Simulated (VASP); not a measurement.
Set up this calculation in VASP 6.6.1, as the native input.

- Task: relaxation of shape and atoms at fixed volume
- Functional: PBEsol
- Potentials or basis: VASP PAW PBE potentials, release 64 (Mo_sv, S)
- Cutoff: 500 eV
- k mesh: 8 × 8 × 2
- Occupations: gaussian, width 0.05 eV
- Spin: collinear spin
- Starting moments: [0.05, 0.05, 0.0, 0.0, 0.0, 0.0] μB
- Dipole correction: no
- Further INCAR settings: ALGO = Normal; EDIFF = 1e-07; IBRION = 2; EDIFFG = -0.01; NSW = 60; ISIF = 4

The structure of MoS2 lies in POSCAR:

```
MoS2
1.0
    3.1627264699      0.0000000000      0.0000000000
   -1.5813632350      2.7390014682      0.0000000000
    0.0000000000      0.0000000000     12.7091931888
Mo S
2 4
Direct
    0.3333333333      0.6666666667      0.2500000000
    0.6666666667      0.3333333333      0.7500000000
    0.3333333333      0.6666666667      0.6265210559
    0.6666666667      0.3333333333      0.1265210559
    0.3333333333      0.6666666667      0.8734789441
    0.6666666667      0.3333333333      0.3734789441
```

The input as run:

INCAR

```
SYSTEM = MoS2
PREC     = Accurate       ! precision mode
ENCUT    = 500            ! plane-wave cutoff, eV
EDIFF    = 1E-7           ! SCF threshold, eV
ISMEAR   = 0              ! smearing method
SIGMA    = 0.05           ! smearing width, eV
LREAL    = .FALSE.        ! projectors in reciprocal space
LASPH    = .TRUE.         ! aspherical terms in the spheres
NELM     = 200            ! most SCF steps
ALGO     = Normal         ! electronic algorithm
ISIF     = 4              ! what is computed and relaxed
LWAVE    = .FALSE.        ! write WAVECAR
LCHARG   = .FALSE.        ! write CHGCAR
ISPIN    = 2              ! spin polarisation
MAGMOM   = 0.05 0.05 0 0 0 0 ! initial moments
LORBIT   = 11             ! projections on sites
LMAXMIX  = 4              ! l up to which the mixer works
GGA      = PS             ! functional
IBRION   = 2              ! ionic algorithm
NSW      = 60             ! ionic steps
EDIFFG   = -0.01          ! ionic threshold
GGA_COMPAT= .FALSE.      
NELMIN   = 4
```

KPOINTS

```
Automatic mesh
0
G
  8 8 2
  0 0 0
```

Potentials or basis: VASP PAW PBE potentials, release 64 (Mo_sv, S).

Launch:

```console
$ cat potpaw_PBE.64/Mo_sv/POTCAR potpaw_PBE.64/S/POTCAR > POTCAR
$ mpirun -np 1 vasp_std > vasp.out
```

Results of the run:

```
Energy gained by relaxing                             : 2.9 meV/atom
Ionic steps                                           : 5
Pressure after relaxing                               : -0.3 GPa
Largest force after relaxing                          : 0.008 eV/Å
Band gap on the k mesh                                : 1.21 eV (least direct gap 2.04 eV)
Net moment                                            : 0.00 μB per cell
Valence electrons inside the program's atomic spheres : Mo 12.52; S 3.68
```

Caveat: the PAW data sets were made with another functional, which shifts forces and pressure a little; this functional lacks dispersion, which binds layers or chains, so the pressure and a relaxed spacing across them are unreliable.

It took 6.6 min on 1 thread of Oxide Virtual Turin-like Processor, with other jobs on the host, peak memory 0.28 GiB.
